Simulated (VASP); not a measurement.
# C (Fmmm) in VASP: notebook, part 2 of 3

VASP 6.6.1. The steps go on from the part before.

**3. Electric field gradients, PBEsol (8.40 Å³/atom)**

INCAR reads:

```
SYSTEM = C
PREC = Accurate
ENCUT = 520
EDIFF = 1E-8
ISMEAR = -1
SIGMA = 0.05
LREAL = .False.
LASPH = .True.
NELM = 80
ALGO = Normal
ISIF = 2
LWAVE = .False.
LCHARG = .False.
GGA = PS
LEFG = .True.
NBANDS = 11
```

KPOINTS reads:

```
regular mesh
0
Gamma
  18 18 18
  0 0 0
```

POSCAR reads:

```
C
1.0
    0.0000000000      2.0982532328      3.3027512099
    1.2114033709      0.0000000000      3.3027512099
    1.2114033709      2.0982532328      0.0000000000
C
2
Direct
    0.1666700000      0.8333300000      0.1666700000
    0.8333300000      0.1666700000      0.8333300000
```

Potentials or basis: VASP PAW PBE potentials, release 64 (C).

The run is started by

```
$ cat potpaw_PBE.64/C/POTCAR > POTCAR
$ mpirun -np 1 vasp_std > vasp.out
```

OUTCAR:

```text
SYSTEM = C
   PREC = Accurate
   ENCUT = 520
   EDIFF = 1E-8
   ISMEAR = -1
   LREAL = .False.
   LASPH = .True.
   NELM = 80
   ISIF = 2
   GGA = PS

 ion  position               nearest neighbor table
   1  0.167  0.833  0.167-   2 1.40   2 1.40   2 1.40
   2  0.833  0.167  0.833-   1 1.40   1 1.40   1 1.40

  LATTYP: Found a face centered orthorhombic cell.
 ALAT       =     2.4228067418
 B/A-ratio  =     1.7320846905
 C/A-ratio  =     2.7263843648

  Lattice vectors:

 A1 = (   0.0000000000,   2.0982532328,   3.3027512099)
 A2 = (   1.2114033709,   0.0000000000,   3.3027512099)
 A3 = (   1.2114033709,   2.0982532328,   0.0000000000)

Analysis of symmetry for initial positions (statically):
=====================================================================
 Subroutine PRICEL returns:
 Original cell was already a primitive cell.

 Routine SETGRP: Setting up the symmetry group for a
 face centered orthorhombic supercell.
[... 525 lines left out ...]
  volume of cell :       16.79
      direct lattice vectors                 reciprocal lattice vectors
     0.000000000  2.098253233  3.302751210    -0.412744435  0.238293449  0.151388939
     1.211403371  0.000000000  3.302751210     0.412744435 -0.238293449  0.151388939
     1.211403371  2.098253233  0.000000000     0.412744435  0.238293449 -0.151388939

 POSITION                                       TOTAL-FORCE (eV/Angst)
 -----------------------------------------------------------------------------------
      1.21140      0.69943      3.30275         0.000000      0.004176      0.000000
      1.21140      3.49707      3.30275         0.000000     -0.004176      0.000000
 -----------------------------------------------------------------------------------
    total drift:                               -0.000000     -0.000000     -0.000000

  FREE ENERGIE OF THE ION-ELECTRON SYSTEM (eV)
  ---------------------------------------------------
  free  energy   TOTEN  =       -19.2445045033 eV

  energy  without entropy=      -19.2443062365  energy(sigma->0) =      -19.24440537

 Electric field gradients (V/A^2)
---------------------------------------------------------------------
 ion       V_xx      V_yy      V_zz      V_xy      V_xz      V_yz
---------------------------------------------------------------------
   1     -17.083   -17.038    34.121     0.000     0.000     0.000
   2     -17.083   -17.038    34.121     0.000     0.000     0.000
---------------------------------------------------------------------

 Electric field gradients after diagonalization (V/A^2)
 (convention: |V_zz| > |V_xx| > |V_yy|)
----------------------------------------------------------------------
 ion       V_xx      V_yy      V_zz     asymmetry (V_yy - V_xx)/ V_zz
----------------------------------------------------------------------
   1     -17.083   -17.038    34.121       0.001
   2     -17.083   -17.038    34.121       0.001
----------------------------------------------------------------------

           NMR quadrupolar parameters

 Cq : quadrupolar parameter    Cq=e*Q*V_zz/h
 eta: asymmetry parameters     (V_yy - V_xx)/ V_zz
 Q  : nuclear electric quadrupole moment in mb (millibarn)
----------------------------------------------------------------------
 ion       Cq(MHz)       eta       Q (mb)
----------------------------------------------------------------------
   1       0.083       0.001       1.000
   2       0.083       0.001       1.000
----------------------------------------------------------------------
```

OSZICAR:

```text
N       E                     dE             d eps       ncg     rms          rms(c)
DAV:   1    -0.101056217270E+00   -0.10106E+00   -0.41117E+03 19447   0.650E+02
DAV:   2    -0.201536161286E+02   -0.20053E+02   -0.19167E+02 24611   0.121E+02
DAV:   3    -0.206026450764E+02   -0.44903E+00   -0.44770E+00 24001   0.146E+01
DAV:   4    -0.206041785369E+02   -0.15335E-02   -0.15333E-02 22029   0.104E+00
DAV:   5    -0.206041844852E+02   -0.59483E-05   -0.59481E-05 24225   0.578E-02    0.679E+00
DAV:   6    -0.195678094739E+02    0.10364E+01   -0.89752E-01 21811   0.547E+00    0.392E+00
DAV:   7    -0.192426026242E+02    0.32521E+00   -0.97163E-01 22534   0.576E+00    0.106E+00
DAV:   8    -0.192448027658E+02   -0.22001E-02   -0.21560E-02 21250   0.949E-01    0.147E-01
DAV:   9    -0.192444625158E+02    0.34025E-03   -0.74079E-04 23042   0.165E-01    0.605E-02
DAV:  10    -0.192445052391E+02   -0.42723E-04   -0.11575E-04 22114   0.742E-02    0.300E-02
DAV:  11    -0.192445043854E+02    0.85374E-06   -0.54259E-06 22994   0.135E-02    0.732E-03
DAV:  12    -0.192445045499E+02   -0.16453E-06   -0.29399E-07 21922   0.384E-03    0.205E-03
DAV:  13    -0.192445045045E+02    0.45391E-07   -0.87068E-08 22775   0.179E-03    0.475E-04
DAV:  14    -0.192445045033E+02    0.11640E-08   -0.20085E-09 15009   0.313E-04
   1 F= -.19244505E+02 E0= -.19244405E+02  d E =-.198267E-03
```

stdout:

```text
POSCAR found type information on POSCAR C
 POSCAR found :  1 types and       2 ions
 scaLAPACK will be used
 -----------------------------------------------------------------------------
|                                                                             |
|                                                                             |
|     You enforced a specific xc type in the INCAR file but a different       |
|     I HOPE YOU KNOW WHAT YOU ARE DOING!                                     |
|                                                                             |
 -----------------------------------------------------------------------------

 LDA part: xc-table for (Slater+PW92), standard interpolation
 POSCAR, INCAR and KPOINTS ok, starting setup
 FFT: planning ... GRIDC
 FFT: planning ... GRID_SOFT
 FFT: planning ... GRID
 WAVECAR not read
 entering main loop
ion   1

ion   2
```

Run time: 96 s. Hardware: 1 thread of Intel Xeon 6975P-C (Granite Rapids), shared host; peak memory 0.23 GiB.

Results:

```yaml
Free_energy: -19.2445 eV
Pressure: 14.8 GPa
Largest_force: 0.004 eV/Å
Largest_electric_field_gradient_by_atom: C +34.1 V/Å²
```

Forces in eV/Å, atoms in the order of the input:
```
C    0.000  0.004  0.000
C    0.000 -0.004  0.000
```

Electric field gradients, principal values (V/Å²):
| atom | least | middle | greatest (by size) |
| --- | --- | --- | --- |
| 1 C | -17.038 | -17.083 | 34.121 |
| 2 C | -17.038 | -17.083 | 34.121 |

Caveat: the cell stands under pressure; this functional lacks dispersion, which binds the layers, so the pressure and a relaxed spacing across them are unreliable; without QUAD_EFG the Cq values of the log hold for a quadrupole moment of 1 mb, not for the nuclei; the PAW data sets were made with another functional, which shifts forces and pressure a little.

**4. Electric field gradients, PBEsol (zz strain of -3 %)**

INCAR reads:

```
SYSTEM = C
  PREC = Accurate
  ENCUT = 520
  EDIFF = 1E-8
  ISMEAR = -1
  SIGMA = 0.05
  LREAL = .FALSE.
  LASPH = .TRUE.
  NELM = 80
  ALGO = Normal
  ISIF = 2
  LWAVE = .FALSE.
  LCHARG = .FALSE.
  GGA = PS
  LEFG = .TRUE.
  NBANDS = 11
```

KPOINTS reads:

```
regular mesh
0
G
  18 18 18
  0 0 0
```

POSCAR reads:

```
C
1.0
    0.0000000000      2.1270000000      3.2475600000
    1.2280000000      0.0000000000      3.2475600000
    1.2280000000      2.1270000000      0.0000000000
C
2
Direct
    0.1666700000      0.8333300000      0.1666700000
    0.8333300000      0.1666700000      0.8333300000
```

Potentials or basis: VASP PAW PBE potentials, release 64 (C).

The run is started by

```
$ cat potpaw_PBE.64/C/POTCAR > POTCAR
$ mpirun -np 1 vasp_std > vasp.out
```

OUTCAR:

```text
SYSTEM = C
   PREC = Accurate
   ENCUT = 520
   EDIFF = 1E-8
   ISMEAR = -1
   LREAL = .FALSE.
   LASPH = .TRUE.
   NELM = 80
   ISIF = 2
   GGA = PS

 ion  position               nearest neighbor table
   1  0.167  0.833  0.167-   2 1.42   2 1.42   2 1.42
   2  0.833  0.167  0.833-   1 1.42   1 1.42   1 1.42

  LATTYP: Found a face centered orthorhombic cell.
 ALAT       =     2.4560000000
 B/A-ratio  =     1.7320846906
 C/A-ratio  =     2.6445928339

  Lattice vectors:

 A1 = (   0.0000000000,   2.1270000000,   3.2475600000)
 A2 = (   1.2280000000,   0.0000000000,   3.2475600000)
 A3 = (   1.2280000000,   2.1270000000,   0.0000000000)

Analysis of symmetry for initial positions (statically):
=====================================================================
 Subroutine PRICEL returns:
 Original cell was already a primitive cell.

 Routine SETGRP: Setting up the symmetry group for a
 face centered orthorhombic supercell.

 Subroutine GETGRP returns: Found  8 space group operations
 (whereof  8 operations were pure point group operations)
 out of a pool of  8 trial point group operations.

The static configuration has the point symmetry D_2h.

Analysis of symmetry for dynamics (positions and initial velocities):
=====================================================================
 Subroutine PRICEL returns:
 Original cell was already a primitive cell.

 Routine SETGRP: Setting up the symmetry group for a
 face centered orthorhombic supercell.

 Subroutine GETGRP returns: Found  8 space group operations
 (whereof  8 operations were pure point group operations)
[... 482 lines left out ...]
      2      -3.0910      2.00000
      3      -0.3189      2.00000
      4       0.3685      2.00000
      5      11.0690      0.00000
      6      11.8300      0.00000
      7      13.0750      0.00000
      8      19.4691      0.00000
      9      21.3501      0.00000
     10      23.2274      0.00000
     11      28.2545      0.00000

 [... further k-points ...]

------------------------ aborting loop because EDIFF is reached ----------------------------------------

  FORCE on cell =-STRESS in cart. coord.  units (eV):
  Direction    XX          YY          ZZ          XY          YZ          ZX
  --------------------------------------------------------------------------------------
  -------------------------------------------------------------------------------------
  Total        0.2816349      0.2026729      0.3155485      0.0000000      0.0000000      0.0000000
  in kB       26.5977005     19.1405018     29.8005059      0.0000000      0.0000000      0.0000000
  external PRESSURE =      25.1795694 kB  Pullay stress =       0.0000000 kB

 VOLUME and BASIS-vectors are now :
 -----------------------------------------------------------------------------
  energy-cutoff  :      520.00
  volume of cell :       16.96
      direct lattice vectors                 reciprocal lattice vectors
     0.000000000  2.127000000  3.247560000    -0.407166124  0.235072873  0.153961744
     1.228000000  0.000000000  3.247560000     0.407166124 -0.235072873  0.153961744
     1.228000000  2.127000000  0.000000000     0.407166124  0.235072873 -0.153961744

 POSITION                                       TOTAL-FORCE (eV/Angst)
 -----------------------------------------------------------------------------------
      1.22800      0.70901      3.24756         0.000000      0.003998      0.000000
      1.22800      3.54499      3.24756         0.000000     -0.003998      0.000000
 -----------------------------------------------------------------------------------
    total drift:                               -0.000000     -0.000000     -0.000000

  FREE ENERGIE OF THE ION-ELECTRON SYSTEM (eV)
  ---------------------------------------------------
  free  energy   TOTEN  =       -19.2731462593 eV

  energy  without entropy=      -19.2729300863  energy(sigma->0) =      -19.27303817

 Electric field gradients (V/A^2)
---------------------------------------------------------------------
 ion       V_xx      V_yy      V_zz      V_xy      V_xz      V_yz
---------------------------------------------------------------------
   1     -15.910   -15.859    31.769    -0.000     0.000     0.000
   2     -15.910   -15.859    31.769    -0.000     0.000     0.000
---------------------------------------------------------------------

 Electric field gradients after diagonalization (V/A^2)
 (convention: |V_zz| > |V_xx| > |V_yy|)
----------------------------------------------------------------------
 ion       V_xx      V_yy      V_zz     asymmetry (V_yy - V_xx)/ V_zz
----------------------------------------------------------------------
   1     -15.910   -15.859    31.769       0.002
   2     -15.910   -15.859    31.769       0.002
----------------------------------------------------------------------

           NMR quadrupolar parameters

 Cq : quadrupolar parameter    Cq=e*Q*V_zz/h
 eta: asymmetry parameters     (V_yy - V_xx)/ V_zz
 Q  : nuclear electric quadrupole moment in mb (millibarn)
----------------------------------------------------------------------
 ion       Cq(MHz)       eta       Q (mb)
----------------------------------------------------------------------
   1       0.077       0.002       1.000
   2       0.077       0.002       1.000
----------------------------------------------------------------------
```

Run time: 85 s. Hardware: 1 thread of Intel Xeon 6975P-C (Granite Rapids), shared host; peak memory 0.24 GiB.

What came out:

| Property | Result |
| --- | --- |
| Free energy | -19.2731 eV |
| Pressure | 2.5 GPa |
| Largest force | 0.004 eV/Å |
| Largest electric field gradient by atom | C +31.8 V/Å² |

Forces in eV/Å, atoms in the order of the input:
```
C    0.000  0.004  0.000
C    0.000 -0.004  0.000
```

Electric field gradients, principal values (V/Å²):
| atom | least | middle | greatest (by size) |
| --- | --- | --- | --- |
| 1 C | -15.859 | -15.910 | 31.769 |
| 2 C | -15.859 | -15.910 | 31.769 |

Caveat: the cell differs from its parent crystal (zz strain of -3 %); this functional lacks dispersion, which binds the layers, so the pressure and a relaxed spacing across them are unreliable; without QUAD_EFG the Cq values of the log hold for a quadrupole moment of 1 mb, not for the nuclei; the PAW data sets were made with another functional, which shifts forces and pressure a little.

(Continued in part 3 of 3.)
